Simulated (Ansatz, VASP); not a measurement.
Two plane-wave programs on Hf5H2

```
Hf H
1.0
    -3.64154    3.64154    2.24485
     3.64154   -3.64154    2.24485
     3.64154    3.64154   -2.24485
Hf H
5 2
Direct
  0.39456 0.20909 0.60365
  0.79091 0.39456 0.18547
  0.20909 0.60544 0.81453
  0.60544 0.79091 0.39635
  0.00000 0.00000 0.00000
  0.75000 0.25000 0.50000
  0.25000 0.75000 0.50000
```

Alike in both runs: functional PBE; k mesh 8 × 8 × 8; occupations gaussian, width 0.1 eV; no spin polarisation.

Ansatz relaxed the structure, and its values are those at the end. VASP's run is a single point on that final structure, the one shown.

|  | VASP | Ansatz |
| --- | --- | --- |
| version | VASP 6.6.1 | Ansatz 0.2.0 |
| potentials or method | VASP PAW PBE potentials, release 64 (Hf_pv, H), cutoff 520 eV | scalar-relativistic, plane waves, PAW |
| valence electrons in the cell | 52 | 132 |

|  | VASP | Ansatz | Ansatz less VASP |
| --- | --- | --- | --- |
| gap on the k mesh at the Fermi level (eV) | none | none | - |
| pressure (GPa) | -0.5 | 0.0 | +0.54 |
| rms of the force components (eV/Å) | 0.005 | 0.004 | -0.0014 |

A gap of «none» marks a metal or a gap that the smearing closes. VASP's potentials hold 52 valence electrons a cell and Ansatz's 132, so a difference there can come from the potentials and not from the codes.

Neither program's run includes spin-orbit coupling.
